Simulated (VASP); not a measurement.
Wanted: the native input for a VASP 6.6.1 run.

```
Task                   : single point
Functional             : LDA
Potentials or basis    : VASP PAW LDA potentials, release 64 (Cs_sv, Cd, Cl)
Cutoff                 : 520 eV
k mesh                 : 6 × 6 × 6
Occupations            : gaussian, width 0.02 eV
Spin                   : no spin polarisation
Dipole correction      : no
Further INCAR settings : ALGO = Normal; EDIFF = 1e-06; NBANDS = 29
```

The structure of CsCdCl3 lies in POSCAR:

```
CsCdCl3
1.0
    5.1627915097      0.0000000000      0.0000000000
    0.0000000000      5.1627915097      0.0000000000
    0.0000000000      0.0000000000      5.1627915097
Cs Cd Cl
1 1 3
Direct
    0.0000000000      0.0000000000      0.0000000000
    0.5000000000      0.5000000000      0.5000000000
    0.0000000000      0.5000000000      0.5000000000
    0.5000000000      0.0000000000      0.5000000000
    0.5000000000      0.5000000000      0.0000000000
```

These files were run (other wordings do the same):

INCAR

```
SYSTEM = CsCdCl3
ALGO = Normal
EDIFF = 1E-6
ENCUT = 520
GGA = CA
ISIF = 2
ISMEAR = 0
LASPH = .True.
LCHARG = .False.
LREAL = .False.
LWAVE = .False.
NBANDS = 29
NELM = 100
PREC = Accurate
SIGMA = 0.02
```

KPOINTS

```
k-points
0
Gamma
  6 6 6
  0 0 0
```

Potentials or basis: VASP PAW LDA potentials, release 64 (Cs_sv, Cd, Cl).

Command:

```console
$ cat potpaw_LDA.64/Cs_sv/POTCAR potpaw_LDA.64/Cd/POTCAR potpaw_LDA.64/Cl/POTCAR > POTCAR
$ mpirun -np 1 vasp_std > vasp.out
```

Results of the run:

```
Pressure               : -0.9 GPa
Band gap on the k mesh : 1.57 eV (least direct gap 2.21 eV)
```

Caveat: spin-orbit coupling is left out, which moves the levels of the heavy elements.

Wall time 79 s on 1 thread of Intel Xeon 8259CL, on a shared host, peak memory 0.24 GiB.
